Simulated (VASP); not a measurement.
Wanted: the native input for a VASP 6.6.1 run.

```
Task                   : single point
Functional             : PBEsol
Potentials or basis    : VASP PAW PBE potentials, release 64 (Na_pv, F)
Cutoff                 : 520 eV
k mesh                 : 8 × 8 × 8
Occupations            : gaussian, width 0.01 eV
Spin                   : no spin polarisation
Dipole correction      : no
Further INCAR settings : ALGO = Normal; EDIFF = 1e-06; NBANDS = 14
```

The structure of NaF lies in POSCAR:

```
NaF
1.0
    2.3382471111      2.3382471111      0.0000000000
   -2.3382471111      2.3382471111      0.0000000000
    0.0000000000      2.3382471111      2.3040132455
Na F
1 1
Direct
    0.0000000000      0.0000000000      0.0000000000
    0.5000000000      0.5000000000      0.0000000000
```

This cell differs from its parent crystal: in-plane strain +0.01, then relaxed in part.

One way to write it, as run:

INCAR

```
PREC = Accurate ; ENCUT = 520
EDIFF = 1E-6 ; ISMEAR = 0
SIGMA = 0.01 ; LREAL = F
LASPH = T ; NELM = 100
ALGO = Normal ; ISIF = 2
LWAVE = F ; LCHARG = F
GGA = PS ; NBANDS = 14
```

KPOINTS

```
regular mesh
0
Gamma
  8 8 8
```

Potentials or basis: VASP PAW PBE potentials, release 64 (Na_pv, F).

Command:

```bash
$ cat potpaw_PBE.64/Na_pv/POTCAR potpaw_PBE.64/F/POTCAR > POTCAR
$ mpirun -np 1 vasp_std > vasp.out
```

Results of the run:

```json
{
  "Pressure": "-0.8 GPa",
  "Band gap on the k mesh": "6.09 eV"
}
```

Caveat: the cell differs from its parent crystal (in-plane strain +0.01, then relaxed in part); the PAW data sets were made with another functional, which shifts forces and pressure a little.

It took 28 s on 1 thread of Intel Xeon 8259CL, with other jobs on the host, peak memory 0.15 GiB.
